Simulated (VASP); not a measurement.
# C (P6_3/mmc) in VASP: a series of runs

Runs on C. Level: r2SCAN. Tasks: single point.

Program: VASP 6.6.1. These are calculated values, not measurements. Logs are shortened: lines on timing, memory, paths and dates and some standing lists are left out, and cuts for length are marked.

## (1) The cell of the first run

Symmetry: P6_3/mmc, No. 194, hexagonal system. The conventional cell has a = 2.405 Å, b = 2.405 Å, c = 7.938 Å, α = 90.00°, β = 90.00°, γ = 120.00°. C (site symmetry 3m) has 4 C at 1.47 to 1.48 Å within 2.0 Å. Within 2.0 Å of C (site symmetry 3m) lie 4 C at 1.48 to 1.50 Å.

## (2) Single point, r2SCAN (4.97 Å³/atom)

Input file POSCAR:

```
C
1.0
    2.4046960465      0.0000000000      0.0000000000
   -1.2023480233      2.0825278646      0.0000000000
    0.0000000000      0.0000000000      7.9378268221
C
8
Direct
    0.0000000000      0.0000000000      0.0928856044
    0.0000000000      0.0000000000      0.5928856044
    0.0000000000      0.0000000000      0.4071143956
    0.0000000000      0.0000000000      0.9071143956
    0.3333333333      0.6666666667      0.1557006319
    0.6666666667      0.3333333333      0.6557006319
    0.3333333333      0.6666666667      0.3442993681
    0.6666666667      0.3333333333      0.8442993681
```

Input file INCAR.step1:

```
SYSTEM = C
PREC = Accurate
ENCUT = 520
ISMEAR = 0
SIGMA = 0.02
LREAL = .FALSE.
LASPH = .TRUE.
NELM = 80
NBANDS = 26
GGA = PE
ALGO = Normal
EDIFF = 1E-4
LWAVE = .TRUE.
LCHARG = .FALSE.
```

Input file INCAR.step2:

```
SYSTEM = C
PREC = Accurate
ENCUT = 520
EDIFF = 1E-7
ISMEAR = 0
SIGMA = 0.02
LREAL = .FALSE.
LASPH = .TRUE.
NELM = 80
ALGO = Normal
ISIF = 2
LWAVE = .FALSE.
LCHARG = .FALSE.
METAGGA = R2SCAN
LMIXTAU = .TRUE.
NBANDS = 26
ISTART = 1
```

Input file KPOINTS:

```
Automatic mesh
0
G
  12 12 4
  0 0 0
```

Potentials or basis: VASP PAW PBE potentials, release 64 (C).

Command:

```bash
cat potpaw_PBE.64/C/POTCAR > POTCAR
cp INCAR.step1 INCAR
mpirun -np 1 vasp_std > vasp.out
cp INCAR.step2 INCAR
mpirun -np 1 vasp_std > vasp.out
```

OUTCAR:

```text
SYSTEM = C
   PREC = Accurate
   ENCUT = 520
   EDIFF = 1E-7
   ISMEAR = 0
   LREAL = .FALSE.
   LASPH = .TRUE.
   NELM = 80
   ISIF = 2
   METAGGA = R2SCAN
   ISTART = 1

 ion  position               nearest neighbor table
   1  0.000  0.000  0.093-   4 1.47   5 1.48   5 1.48   5 1.48
   2  0.000  0.000  0.593-   3 1.47   6 1.48   6 1.48   6 1.48
   3  0.000  0.000  0.407-   2 1.47   7 1.48   7 1.48   7 1.48
   4  0.000  0.000  0.907-   1 1.47   8 1.48   8 1.48   8 1.48
   5  0.333  0.667  0.156-   1 1.48   1 1.48   1 1.48   7 1.50
   6  0.667  0.333  0.656-   2 1.48   2 1.48   2 1.48   8 1.50
   7  0.333  0.667  0.344-   3 1.48   3 1.48   3 1.48   5 1.50
   8  0.667  0.333  0.844-   4 1.48   4 1.48   4 1.48   6 1.50

  LATTYP: Found a hexagonal cell.
 ALAT       =     2.4046960465
 C/A-ratio  =     3.3009688828

  Lattice vectors:

 A1 = (   2.4046960465,   0.0000000000,   0.0000000000)
 A2 = (  -1.2023480233,   2.0825278646,   0.0000000000)
 A3 = (   0.0000000000,   0.0000000000,   7.9378268221)

Analysis of symmetry for initial positions (statically):
=====================================================================
 Subroutine PRICEL returns:
 Original cell was already a primitive cell.

 Routine SETGRP: Setting up the symmetry group for a
 hexagonal supercell.

 Subroutine GETGRP returns: Found 24 space group operations
 (whereof 12 operations were pure point group operations)
 out of a pool of 24 trial point group operations.

The static configuration has the point symmetry D_3d.
 The point group associated with its full space group is D_6h.

Analysis of symmetry for dynamics (positions and initial velocities):
=====================================================================
 Subroutine PRICEL returns:
 Original cell was already a primitive cell.

 Routine SETGRP: Setting up the symmetry group for a
 hexagonal supercell.

 Subroutine GETGRP returns: Found 24 space group operations
 (whereof 12 operations were pure point group operations)
 out of a pool of 24 trial point group operations.

The dynamic configuration has the point symmetry D_3d.
 The point group associated with its full space group is D_6h.

 Subroutine INISYM returns: Found 24 space group operations
 (whereof 12 operations are pure point group operations),
 and found     1 'primitive' translations

----------------------------------------------------------------------------------------

                                     Primitive cell

  volume of cell :      39.7514

  direct lattice vectors                    reciprocal lattice vectors
     2.404696046  0.000000000  0.000000000     0.415852973  0.240092826  0.000000000
    -1.202348023  2.082527865  0.000000000     0.000000000  0.480185652  0.000000000
     0.000000000  0.000000000  7.937826822     0.000000000  0.000000000  0.125979065

  length of vectors
     2.404696046  2.404696046  7.937826822     0.480185652  0.480185652  0.125979065

  position of ions in fractional coordinates (direct lattice)
     0.000000000  0.000000000  0.092885604
     0.000000000  0.000000000  0.592885604
     0.000000000  0.000000000  0.407114396
     0.000000000  0.000000000  0.907114396
     0.333333333  0.666666667  0.155700632
     0.666666667  0.333333333  0.655700632
     0.333333333  0.666666667  0.344299368
     0.666666667  0.333333333  0.844299368

  ion indices of the primitive-cell ions
   primitive index   ion index
                 1           1
                 2           2
                 3           3
                 4           4
                 5           5
                 6           6
                 7           7
                 8           8

----------------------------------------------------------------------------------------

 KPOINTS: Automatic mesh

Automatic generation of k-mesh.
 Grid dimensions read from file:
 generate k-points for:   12   12    4

 Generating k-lattice:

  Cartesian coordinates                     Fractional coordinates (reciprocal lattice)
     0.034654414  0.020007735  0.000000000     0.083333333 -0.000000000  0.000000000
     0.000000000  0.040015471  0.000000000     0.000000000  0.083333333  0.000000000
     0.000000000  0.000000000  0.031494766     0.000000000  0.000000000  0.250000000

  Length of vectors
     0.040015471  0.040015471  0.031494766

  Shift w.r.t. Gamma in fractional coordinates (k-lattice)
     0.000000000  0.000000000  0.000000000

 Subroutine IBZKPT returns following result:
 ===========================================

 Found     57 irreducible k-points:

 Following reciprocal coordinates:
            Coordinates               Weight
  0.000000  0.000000  0.000000      1.000000
  0.083333 -0.000000  0.000000      6.000000
  0.166667  0.000000  0.000000      6.000000
  0.250000  0.000000  0.000000      6.000000
  0.333333  0.000000  0.000000      6.000000
  0.416667 -0.000000  0.000000      6.000000
[... 16 lines left out ...]
  0.250000  0.000000  0.250000     12.000000
  0.333333  0.000000  0.250000     12.000000
 [... further k-points ...]
   k-points           NKPTS =     57   k-points in BZ     NKDIM =     57   number of bands    NBANDS=     26
   number of dos      NEDOS =    301   number of ions     NIONS =      8
   total plane-waves  NPLWV =  19440
   dimension x,y,z NGX =    18 NGY =   18 NGZ =   60
   dimension x,y,z NGXF=    36 NGYF=   36 NGZF=  120
   ions per type =               8
   NGX,Y,Z   is equivalent  to a cutoff of  12.44, 12.44, 12.57 a.u.
   NGXF,Y,Z  is equivalent  to a cutoff of  24.89, 24.89, 25.13 a.u.
 SYSTEM =  C
   PREC   = accura    normal or accurate (medium, high low for compatibility)
   ISTART =      1    job   : 0-new  1-cont  2-samecut
   ICHARG =      0    charge: 1-file 2-atom 10-const
   ISPIN  =      1    spin polarized calculation?
   LNONCOLLINEAR =      F non collinear calculations
   LSORBIT =      F    spin-orbit coupling
   LASPH  =      T    aspherical Exc in radial PAW
   ENCUT  =  520.0 eV  38.22 Ry    6.18 a.u.   4.47  4.47 14.76*2*pi/ulx,y,z
   NELM   =     80;   NELMIN=  2; NELMDL=  0     # of ELM steps
   EDIFF  = 0.1E-06   stopping-criterion for ELM
   LREAL  =      F    real-space projection
   EDIFFG = 0.1E-05   stopping-criterion for IOM
   NSW    =      0    number of steps for IOM
   IBRION =     -1    ionic relax: 0-MD 1-quasi-New 2-CG
   NFREE  =      0    steps in history (QN), initial steepest desc. (CG)
   ISIF   =      2    stress and relaxation
   ISYM   =      2    0-nonsym 1-usesym 2-fastsym
   POTIM  = 0.5000    time-step for ionic-motion
   TEBEG  =    0.0;   TEEND  =   0.0 temperature during run
   PSTRESS=    0.0 pullay stress
   NELECT =      32.0000    total number of electrons
   NUPDOWN=      -1.0000    fix difference up-down
   EMIN   =  10.00;   EMAX   =-10.00  energy-range for DOS
   EFERMI =   0.00;   METHOD = LEGACY
   ISMEAR =     0;   SIGMA  =   0.02  broadening in eV -4-tet -1-fermi 0-gaus
   EFERMI_NEDOS =   21; number of points for ismear=-14 and -15
   IALGO  =     38    algorithm
   IMIX   =      4    mixing-type and parameters
     AMIX     =   0.40;   BMIX     =  1.00
     AMIX_MAG =   1.60;   BMIX_MAG =  1.00
  volume/ion in A,a.u.               =       4.97        33.53
  Fermi-wavevector in a.u.,A,eV,Ry     =   1.522909  2.877881 31.555336  2.319252
  Thomas-Fermi vector in A             =   2.631424
   LORBIT       =      0    0 simple, 1 ext, 2 COOP (PROOUT), +10 PAW based schemes
   METAGGA = R2SCAN    functional components
   LHFCALC =     F    Hartree Fock is set to
   AEXX    =    0.0000 exact exchange contribution
   IVDW    =     0    specifies the selected vdW correction
   LEPSILON=     F    determine dielectric tensor
   LRPA    =     F    only Hartree local field effects (RPA)
 non-spin polarized calculation
 Gauss-broadening in eV      SIGMA  =   0.02
  energy-cutoff  :      520.00
  volume of cell :       39.75
 maximum number of plane-waves:      1098
 NGX is ok and might be reduce to    18
   NGX =  9   NGY =  9   NGZ = 29

 number of electron      32.0000004 magnetization

 Free energy of the ion-electron system (eV)
  ---------------------------------------------------
  ext. energy  EPLUGINS =         0.00000000
  ---------------------------------------------------
  free energy    TOTEN  =       -77.37208424 eV

  energy without entropy =      -77.37208424  energy(sigma->0) =      -77.37208424

 E-fermi :  12.1361     XC(G=0): -14.9957

 val. band max:       11.9241218165   @ k =   0.0000   0.0000   0.0000
 cond. band min:      17.0158592103   @ k =   0.4167  -0.0000   0.0000
 fundamental gap:      5.0917373939
 Fermi energy:        12.1360506458

 k-point     1 :       0.0000    0.0000    0.0000
  band No.  band energies     occupation
      1     -12.8952      2.00000
      2     -11.0134      2.00000
      3     -10.9088      2.00000
      4      -6.2604      2.00000
      5      -3.9369      2.00000
      6       3.8760      2.00000
[... 18 lines left out ...]
     25      21.7738      0.00000
     26      22.0707      0.00000

 k-point     2 :       0.0833   -0.0000    0.0000
  band No.  band energies     occupation
      1     -12.6991      2.00000
      2     -10.8198      2.00000
      3     -10.7160      2.00000
      4      -6.0862      2.00000
      5      -3.7504      2.00000
      6       3.9794      2.00000
[... 18 lines left out ...]
     25      22.0419      0.00000
     26      22.5662      0.00000

 k-point     3 :       0.1667    0.0000    0.0000
  band No.  band energies     occupation
      1     -12.1126      2.00000
      2     -10.2409      2.00000
      3     -10.1400      2.00000
      4      -5.5654      2.00000
      5      -3.2020      2.00000
      6       4.2112      2.00000
[... 572 lines left out ...]
 k-point    23 :       0.2500    0.0000    0.2500
  band No.  band energies     occupation
      1     -11.0215      2.00000
      2     -10.0655      2.00000
      3      -8.1871      2.00000
      4      -5.5904      2.00000
      5      -1.2949      2.00000
      6       2.2332      2.00000
[... 18 lines left out ...]
     25      23.5755      0.00000
     26      25.4166      0.00000

 k-point    24 :       0.3333    0.0000    0.2500
  band No.  band energies     occupation
      1      -9.6823      2.00000
      2      -8.7399      2.00000
      3      -6.8984      2.00000
      4      -4.3826      2.00000
      5      -0.9391      2.00000
      6       0.0869      2.00000
[... 18 lines left out ...]
     25      23.9473      0.00000
     26      26.2364      0.00000

 [... further k-points ...]

------------------------ aborting loop because EDIFF is reached ----------------------------------------

  FORCE on cell =-STRESS in cart. coord.  units (eV):
  Direction    XX          YY          ZZ          XY          YZ          ZX
  --------------------------------------------------------------------------------------
  -------------------------------------------------------------------------------------
  Total       18.4663635     18.4663635     18.4685424     -0.0000000     -0.0000000      0.0000000
  in kB      744.2851114    744.2851113    744.3729341     -0.0000000     -0.0000000      0.0000000
  external PRESSURE =     744.3143856 kB  Pullay stress =       0.0000000 kB

 VOLUME and BASIS-vectors are now :
 -----------------------------------------------------------------------------
  energy-cutoff  :      520.00
  volume of cell :       39.75
      direct lattice vectors                 reciprocal lattice vectors
     2.404696046  0.000000000  0.000000000     0.415852973  0.240092826  0.000000000
    -1.202348023  2.082527865  0.000000000     0.000000000  0.480185652  0.000000000
     0.000000000  0.000000000  7.937826822     0.000000000  0.000000000  0.125979065

 POSITION                                       TOTAL-FORCE (eV/Angst)
 -----------------------------------------------------------------------------------
      0.00000      0.00000      0.73731         0.000000      0.000000     -0.005138
      0.00000      0.00000      4.70622        -0.000000      0.000000     -0.005138
      0.00000      0.00000      3.23160         0.000000      0.000000      0.005138
      0.00000      0.00000      7.20052        -0.000000     -0.000000      0.005138
     -0.00000      1.38835      1.23592         0.000000      0.000000      0.005751
      1.20235      0.69418      5.20484         0.000000      0.000000      0.005751
     -0.00000      1.38835      2.73299        -0.000000      0.000000     -0.005751
      1.20235      0.69418      6.70190        -0.000000     -0.000000     -0.005751
 -----------------------------------------------------------------------------------
    total drift:                               -0.000000      0.000000      0.000000

  FREE ENERGIE OF THE ION-ELECTRON SYSTEM (eV)
  ---------------------------------------------------
  free  energy   TOTEN  =       -77.3720842364 eV

  energy  without entropy=      -77.3720842364  energy(sigma->0) =      -77.37208424
```

Run time: 1.9 min. Hardware: 1 thread of Intel Xeon 6975P-C (Granite Rapids), shared host; peak memory 0.17 GiB.

What came out:

* Free energy: -77.3721 eV
* Pressure: 74.4 GPa
* Largest force: 0.006 eV/Å
* Band gap on the k mesh: 5.09 eV (least direct gap 5.80 eV)

Forces on the atoms (eV/Å):
```
C    0.000  0.000 -0.005
C    0.000  0.000 -0.005
C    0.000  0.000  0.005
C    0.000  0.000  0.005
C    0.000  0.000  0.006
C    0.000  0.000  0.006
C    0.000  0.000 -0.006
C    0.000  0.000 -0.006
```

Caveat: the cell stands under pressure; the PAW data sets were made with another functional, which shifts forces and pressure a little. A k mesh can miss the band edges.

## (3) Single point, r2SCAN (5.14 Å³/atom)

This run uses another cell than the first one, of 5.14 Å³/atom.

Input file POSCAR:

```
C
1.0
    2.4318459498      0.0000000000      0.0000000000
   -1.2159229749      2.1060403706      0.0000000000
    0.0000000000      0.0000000000      8.0261745115
C
8
Direct
    0.0000000000      0.0000000000      0.0929029423
    0.0000000000      0.0000000000      0.5929029423
    0.0000000000      0.0000000000      0.4070970577
    0.0000000000      0.0000000000      0.9070970577
    0.3333333333      0.6666666667      0.1556482143
    0.6666666667      0.3333333333      0.6556482143
    0.3333333333      0.6666666667      0.3443517857
    0.6666666667      0.3333333333      0.8443517857
```

Input file INCAR.step1:

```
  PREC = Accurate
  ENCUT = 520
  ISMEAR = 0
  SIGMA = 0.02
  LREAL = F
  LASPH = T
  NELM = 60
  NBANDS = 26
  GGA = PE
  ALGO = Normal
  EDIFF = 1E-4
  LWAVE = T
  LCHARG = F
```

Input file INCAR.step2:

```
  PREC = Accurate
  ENCUT = 520
  EDIFF = 1E-7
  ISMEAR = 0
  SIGMA = 0.02
  LREAL = F
  LASPH = T
  NELM = 60
  ALGO = Normal
  ISIF = 2
  LWAVE = F
  LCHARG = F
  METAGGA = R2SCAN
  LMIXTAU = T
  NBANDS = 26
  ISTART = 1
```

Input file KPOINTS:

```
regular mesh
0
Gamma
  12 12 4
```

Potentials or basis: VASP PAW PBE potentials, release 64 (C).

Command:

```bash
cat potpaw_PBE.64/C/POTCAR > POTCAR
cp INCAR.step1 INCAR
mpirun -np 1 vasp_std > vasp.out
cp INCAR.step2 INCAR
mpirun -np 1 vasp_std > vasp.out
```

Wall time 88 s (1 thread of Intel Xeon 6975P-C (Granite Rapids), shared host); peak memory 0.17 GiB.

Results (log left out):

```
Free energy            : -77.9077 eV
Pressure               : 52.0 GPa
Largest force          : 0.008 eV/Å
Band gap on the k mesh : 5.01 eV (least direct gap 5.73 eV)
```

Forces on the atoms (eV/Å):
```
C    0.000  0.000 -0.005
C    0.000  0.000 -0.005
C    0.000  0.000  0.005
C    0.000  0.000  0.005
C    0.000  0.000  0.008
C    0.000  0.000  0.008
C    0.000  0.000 -0.008
C    0.000  0.000 -0.008
```

Levels at points of the mesh, in eV from the valence-band top:
```tsv
k point	band 14	band 15	band 16	band 17	band 18	band 19
(0.00, 0.00, 0.00)	-0.31	0.00	0.00	5.73	5.73	5.97
(0.50, 0.00, 0.00)	-5.43	-4.32	-3.46	5.07	6.15	6.60
(0.00, 0.00, 0.50)	-0.77	-0.77	-0.77	6.63	6.63	6.63
(0.50, 0.00, 0.50)	-5.49	-4.28	-4.28	5.44	5.44	7.65
```

Caveat: the cell stands under pressure; the PAW data sets were made with another functional, which shifts forces and pressure a little. A k mesh can miss the band edges.
